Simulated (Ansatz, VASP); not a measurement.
# Ni in VASP and in Ansatz

The input INCAR:

```
PREC = Accurate
ENCUT = 590
EDIFF = 1E-6
ISMEAR = 0
SIGMA = 0.15
LREAL = False
LASPH = True
NELM = 200
ALGO = Normal
ISIF = 2
LWAVE = False
LCHARG = True
ISPIN = 2
MAGMOM = 0.59
LORBIT = 11
LMAXMIX = 4
GGA = PE
LELF = True
LVHAR = True
NBANDS = 19
GGA_COMPAT = False
```

KPOINTS

```
Automatic mesh
0
Gamma
  24 24 24
```

The input POSCAR:

```
Ni
1.0
   -1.2730182324      1.2730182324      1.3837154700
    1.2730182324     -1.2730182324      1.3837154700
    1.2730182324      1.2730182324     -1.3837154700
Ni
1
Direct
    0.0000000000      0.0000000000      0.0000000000
```

Input for Ansatz:

```yaml
crystal:
  lattice:
    - [-1.2730182324, 1.2730182324, 1.38371547]
    - [1.2730182324, -1.2730182324, 1.38371547]
    - [1.2730182324, 1.2730182324, -1.38371547]
  atoms:
    - { symbol: Ni, position: [0.0, 0.0, 0.0], spin: 0.59 }
basis:
  ecutwfc: 420
kpoints:
  mp_grid: { grid: [24, 24, 24] }
hamiltonian:
  xc: pbe
scf:
  occupations: { method: gaussian, width: 0.15 }
output:
  forces: true
  stress: true
  eigenvalues: true
  populations: true
magnetization:
  spin_polarized: true
```

Change from the starting cell: strain -0.080 along x and y, +0.000 along z, atoms carried along.

Alike in both runs: task single point; functional PBE; k mesh 24 × 24 × 24; occupations gaussian, width 0.15 eV; collinear spin.

|  | VASP | Ansatz |
| --- | --- | --- |
| version | VASP 6.6.1 | Ansatz 0.2.0 |
| potentials or method | VASP PAW PBE potentials, release 64 (Ni_sv_GW), cutoff 590 eV | scalar-relativistic, plane waves, PAW |
| valence electrons in the cell | 18 | 18 |

```tsv
	VASP	Ansatz	Ansatz less VASP
gap on the k mesh at the Fermi level (eV)	none	none	-
pressure (GPa)	58.1	62.5	+4.41
traceless stress, the component that is largest in VASP (GPa)	4.56	4.47	-0.092
net moment per atom (μB)	0.30	0.31	+0.002
size of the moment on the site where the two differ most (μB)	0.32	0.32	+0.003
```

Site moments also hang on the region over which each program counts them. A gap of «none» marks a metal or a gap that the smearing closes. Both programs put the cell under a high pressure, so it lies far from rest at this level.
